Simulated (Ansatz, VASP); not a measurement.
# Two plane-wave programs on GaSb

The input INCAR:

```
SYSTEM = GaSb
PREC = Accurate
ENCUT = 520
EDIFF = 1E-6
ISMEAR = 0
SIGMA = 0.15
LREAL = .False.
LASPH = .True.
NELM = 80
ALGO = Normal
ISIF = 2
LWAVE = .False.
LCHARG = .False.
GGA = CA
NBANDS = 16
```

KPOINTS

```
regular mesh
0
Gamma
  16 16 16
  0 0 0
```

POSCAR

```
GaSb
1.0
   -1.6350135566      2.5994987524      2.5938200430
    1.6350135566     -2.5994987524      2.5938200430
    1.6350135566      2.5994987524     -2.5938200430
Ga Sb
1 1
Direct
    0.0000000000      0.0000000000      0.0000000000
    0.5000000000      0.5000000000      0.0000000000
```

Input for Ansatz:

```yaml
crystal:
  lattice:
    - [-1.6350135566, 2.5994987524, 2.593820043]
    - [1.6350135566, -2.5994987524, 2.593820043]
    - [1.6350135566, 2.5994987524, -2.593820043]
  atoms:
    - { symbol: Ga, position: [0.0, 0.0, 0.0] }
    - { symbol: Sb, position: [0.5, 0.5, 0.0] }
basis:
  ecutwfc: 420
kpoints:
  mp_grid: { grid: [16, 16, 16] }
hamiltonian:
  xc: lda
  pseudopotentials: { kind: paw, azcp: { folder: soft_1 } }
scf:
  occupations: { method: gaussian, width: 0.15 }
output:
  forces: true
  stress: true
  eigenvalues: true
  write_density: true
  write_potential: true
  elf: true
  volumetric_format: npy
```

Change from the starting cell: strain +e along x and -e along y +0.0000, strain +e along z and -e/2 along x and y -0.0750.

Alike in both runs: task single point; functional LDA; k mesh 16 × 16 × 16; occupations gaussian, width 0.15 eV; no spin polarisation.

```csv
,VASP,Ansatz
version,VASP 6.6.1,Ansatz 0.2.0
potentials or method,"VASP PAW LDA potentials, release 64 (Ga_d, Sb), cutoff 520 eV","scalar-relativistic, plane waves, PAW"
valence electrons in the cell,18,28
```

```csv
,VASP,Ansatz,Ansatz less VASP
gap on the k mesh at the Fermi level (eV),none,none,-
pressure (GPa),2.6,2.5,-0.16
"traceless stress, the component that is largest in VASP (GPa)",13.18,13.01,-0.174
```

Ansatz warns that its potentials were made for another functional, while VASP's fit it. LDA's correlation is that of Perdew and Zunger in VASP and of Perdew and Wang (1992) in Ansatz. A gap of «none» marks a metal or a gap that the smearing closes. VASP's potentials hold 18 valence electrons a cell and Ansatz's 28, so a difference there can come from the potentials and not from the codes.

Neither program's run includes spin-orbit coupling.
